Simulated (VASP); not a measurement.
Runs of VASP 6.6.1 on Al3Cu. The structure is that of space group P4/mmm (No. 123), or close to it. The cells are those of the table. 

```csv
task,cell,k mesh,cutoff (eV),k mesh for the DOS,occupations for the DOS,gap on the mesh (eV),pressure (GPa),largest force (eV/Å)
single point,"a = 2.780, b = 2.780, c = 7.603 Å, 4 atoms",16 × 16 × 6,520,-,-,none,-0.1,0.02
relaxation of cell and atoms,"relaxed to -3 GPa from a = 2.806, b = 2.806, c = 7.675 Å, 4 atoms",16 × 16 × 6,600,-,-,none,-3.0,-
single point,"a = 2.725, b = 2.725, c = 7.438 Å, 4 atoms",16 × 16 × 6,520,-,-,none,7.1,0.02
single point,"a = 2.753, b = 2.753, c = 7.521 Å, 4 atoms",16 × 16 × 6,520,-,-,none,3.4,0.02
relaxation of shape and atoms at fixed volume,"relaxed from a = 2.724, b = 2.724, c = 7.442 Å, 4 atoms",16 × 16 × 6,600,-,-,none,7.4,-
single point,"a = 2.868, b = 2.868, c = 7.858 Å, 4 atoms",16 × 16 × 6,520,-,-,none,-7.4,0.02
single point,"a = 2.806, b = 2.806, c = 7.683 Å, 4 atoms",16 × 16 × 6,520,-,-,none,-2.6,0.02
single point,"a = 2.833, b = 2.833, c = 7.760 Å, 4 atoms",16 × 16 × 6,520,-,-,none,(a),0.02
single point,"a = 2.863, b = 2.863, c = 7.466 Å, 4 atoms",18 × 18 × 8,520,-,-,none,(b),0.02
```

Alike in all rows: level PBEsol; potentials or basis VASP PAW PBE potentials, release 64 (Al, Cu); no spin polarisation; smearing gaussian 0.1 eV.

Task: Estimate the missing entries.

Result: (a) -4.9; (b) -3.6.

Caveats: the PAW data sets were made with another functional, which shifts forces and pressure a little; the cell is relaxed towards a set pressure, so the enthalpy falls and the energy may rise (some runs).

A gap of «none» marks levels without a gap at the run's occupations.
